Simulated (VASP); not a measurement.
Set up this calculation in VASP 6.6.1, as the native input.

```yaml
Task: single point
Functional: r2SCAN
Potentials_or_basis: VASP PAW PBE potentials, release 64 (B, N)
Cutoff: 520 eV
k_mesh: 10 × 10 × 2
Occupations: gaussian, width 0.05 eV
Spin: no spin polarisation
Dipole_correction: no
Further_INCAR_settings: ALGO = Normal; EDIFF = 1e-06; NBANDS = 36
```

The system is BN.

```
B N
1.0
     1.80481   -1.80481    0.00000
     1.80481    0.00000   -1.80481
     9.02407    6.31685    6.31685
B N
6 6
Direct
  0.80210 0.80210 0.39580
  0.21877 0.21877 0.22913
  0.38543 0.38543 0.56247
  0.55210 0.55210 0.89580
  0.96877 0.96877 0.72913
  0.63543 0.63543 0.06247
  0.44793 0.44793 0.43747
  0.86460 0.86460 0.27080
  0.03127 0.03127 0.60413
  0.19793 0.19793 0.93747
  0.61460 0.61460 0.77080
  0.28127 0.28127 0.10413
```

This cell differs from its parent crystal: the part above a cut slid along it.

One way to write it, as run:

POSCAR

```
BN
1.0
    1.8048137541     -1.8048137541      0.0000000000
    1.8048137541      0.0000000000     -1.8048137541
    9.0240687705      6.3168481394      6.3168481394
B N
6 6
Direct
    0.8021000000     -0.1979000000      0.3958000000
    0.2187666667      0.2187666667      0.2291333333
    0.3854333333      0.3854333333      0.5624666667
    0.5521000000      0.5521000000      0.8958000000
   -0.0312333333     -0.0312333333      0.7291333333
    0.6354333333      0.6354333333      0.0624666667
    0.4479333333      0.4479333333      0.4374666667
   -0.1354000000     -0.1354000000      0.2708000000
    0.0312666667      0.0312666667      0.6041333333
    0.1979333333      0.1979333333      0.9374666667
   -0.3854000000     -0.3854000000      0.7708000000
    0.2812666667      0.2812666667      0.1041333333
```

INCAR.step1

```
SYSTEM = BN
  PREC = Accurate
  ENCUT = 520
  ISMEAR = 0
  SIGMA = 0.05
  LREAL = .False.
  LASPH = .True.
  NELM = 60
  NBANDS = 36
  GGA = PE
  ALGO = Normal
  EDIFF = 1E-4
  LWAVE = .True.
  LCHARG = .False.
```

INCAR.step2

```
SYSTEM = BN
  PREC = Accurate
  ENCUT = 520
  EDIFF = 1E-6
  ISMEAR = 0
  SIGMA = 0.05
  LREAL = .False.
  LASPH = .True.
  NELM = 60
  ALGO = Normal
  ISIF = 2
  LWAVE = .False.
  LCHARG = .False.
  METAGGA = R2SCAN
  LMIXTAU = .True.
  NBANDS = 36
  ISTART = 1
```

KPOINTS

```
regular mesh
0
Gamma
  10 10 2
  0 0 0
```

Potentials or basis: VASP PAW PBE potentials, release 64 (B, N).

Launch:

```sh
$ cat potpaw_PBE.64/B/POTCAR potpaw_PBE.64/N/POTCAR > POTCAR
$ cp INCAR.step1 INCAR
$ mpirun -np 1 vasp_std > vasp.out
$ cp INCAR.step2 INCAR
$ mpirun -np 1 vasp_std > vasp.out
```

Results of the run:

| Item | Value |
| --- | --- |
| Pressure | 2.4 GPa |
| Largest force | 2.297 eV/Å |
| Band gap on the k mesh | 3.34 eV (least direct gap 4.56 eV) |

Caveat: the cell differs from its parent crystal (the part above a cut slid along it); the stress differs along the axes, from -4 to 15 GPa; the PAW data sets were made with another functional, which shifts forces and pressure a little.

It took 19 min on 1 thread of AMD EPYC 7571, on a shared host, peak memory 0.23 GiB.
